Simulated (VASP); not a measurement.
Wanted: the native input for a VASP 6.6.1 run.

```yaml
Task: electric field gradients
Functional: LDA
Potentials_or_basis: VASP PAW LDA potentials, release 64 (Mg)
Cutoff: 520 eV
k_mesh: 19 × 19 × 19
Occupations: fermi-dirac, width 0.03 eV
Spin: no spin polarisation
Dipole_correction: no
Further_INCAR_settings: ALGO = Normal; EDIFF = 1e-08; NBANDS = 7
```

The structure of Mg lies in POSCAR:

```
Mg
1.0
   -1.4565448511      1.4565448511      1.4565448511
    1.4565448511     -1.4565448511      1.4565448511
    1.4565448511      1.4565448511     -1.4565448511
Mg
1
Direct
    0.0000000000      0.0000000000      0.0000000000
```

This cell differs from its parent crystal: volume scaled by 0.96.

One way to write it, as run:

INCAR

```
  ALGO = Normal
  EDIFF = 1E-8
  ENCUT = 520
  ISIF = 2
  ISMEAR = -1
  LASPH = True
  LCHARG = False
  LEFG = True
  LREAL = False
  LWAVE = False
  NBANDS = 7
  NELM = 100
  PREC = Accurate
  SIGMA = 0.03
```

KPOINTS

```
k-points
0
Gamma
  19 19 19
```

Potentials or basis: VASP PAW LDA potentials, release 64 (Mg).

Command:

```sh
$ cat potpaw_LDA.64/Mg/POTCAR > POTCAR
$ mpirun -np 1 vasp_std > vasp.out
```

Results of the run:

```json
{
  "Pressure": "65.4 GPa",
  "Band gap on the k mesh": "zero (band 1 reaches 10.09 eV, above the bottom of band 2 at 5.85 eV)"
}
```

Caveat: without QUAD_EFG the Cq values of the log hold for a quadrupole moment of 1 mb, not for the nuclei.

Wall time 10 s on 1 thread of AMD EPYC 9R45 96-Core Processor (Zen 5) (shared host), peak memory 0.1 GiB.
